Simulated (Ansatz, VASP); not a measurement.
**Two plane-wave programs on MgO**

Contents of POSCAR:

```
MgO
1.0
   -0.0559818621      2.1092505758      2.1092505758
    2.1092505758     -0.0559818621      2.1092505758
    2.1092505758      2.1092505758     -0.0559818621
Mg O
1 1
Direct
    0.0000000000      0.0000000000      0.0000000000
    0.5000000000      0.5000000000      0.5000000000
```

Contents of INCAR.step1:

```
SYSTEM = MgO
  ALGO = Normal
  EDIFF = 1E-5
  ENCUT = 520
  GGA = PE
  ISIF = 2
  ISMEAR = 0
  LASPH = .True.
  LCHARG = .False.
  LREAL = .False.
  LWAVE = .True.
  NBANDS = 11
  NELM = 100
  PREC = Accurate
  SIGMA = 0.01
```

The input INCAR.step2:

```
SYSTEM = MgO
  ALGO = Normal
  EDIFF = 1E-6
  ENCUT = 520
  GGA = PE
  HFSCREEN = 0.2079
  ISIF = 2
  ISMEAR = 0
  ISTART = 1
  LASPH = .True.
  LCHARG = .False.
  LHFCALC = .True.
  LREAL = .False.
  LWAVE = .False.
  NBANDS = 11
  NELM = 100
  PREC = Accurate
  PRECFOCK = Normal
  SIGMA = 0.01
```

The input KPOINTS:

```
k-points
0
Gamma
  8 8 8
  0 0 0
```

Input for Ansatz:

```yaml
crystal:
  lattice:
    - [-0.0559818621, 2.1092505758, 2.1092505758]
    - [2.1092505758, -0.0559818621, 2.1092505758]
    - [2.1092505758, 2.1092505758, -0.0559818621]
  atoms:
    - { symbol: Mg, position: [0.0, 0.0, 0.0] }
    - { symbol: O, position: [0.5, 0.5, 0.5] }
kpoints:
  mp_grid: { grid: [8, 8, 8] }
  band_path:
    path:
      - [0.0, 0.0, 0.0]
      - [0.5, 0.0, 0.5]
      - [0.625, 0.25, 0.625]
      - [0.375, 0.375, 0.75]
      - [0.5, 0.5, 0.5]
      - [0.5, 0.25, 0.75]
      - [-0.002604, 0.0, 0.0]
    npoints: 1
hamiltonian:
  xc: hse06
scf:
  occupations: { method: fixed }
  n_extra_bands: 4
output:
  forces: true
  stress: true
  eigenvalues: true
  write_density: true
  write_potential: true
  elf: true
  volumetric_format: npy
```

Change from the starting cell: epitaxial_111 strain +3.0%.

Alike in both runs: task single point; functional HSE06; k mesh 8 × 8 × 8; no spin polarisation.

```csv
,VASP,Ansatz
version,VASP 6.6.1,Ansatz 0.2.0
potentials or method,"VASP PAW PBE potentials, release 64 (Mg, O)","plane waves, PAW"
plane-wave cutoff (eV),520,420
occupations,"gaussian, width 0.01 eV",fixed
valence electrons in the cell,8,16
```

Ansatz gave:

* gap on the k mesh at the Fermi level (eV): 5.83
* pressure (GPa): -7.7
* traceless stress, the component that is largest in VASP (GPa): 3.66

Q: Which values does VASP return?

A: gap on the k mesh at the Fermi level (eV): 5.78; pressure (GPa): -8.1; traceless stress, the component that is largest in VASP (GPa): 3.67.

VASP's potentials hold 8 valence electrons a cell and Ansatz's 16, so a difference there can come from the potentials and not from the codes. Ansatz's warnings: stress exchange threshold loose, stress scf threshold loose.
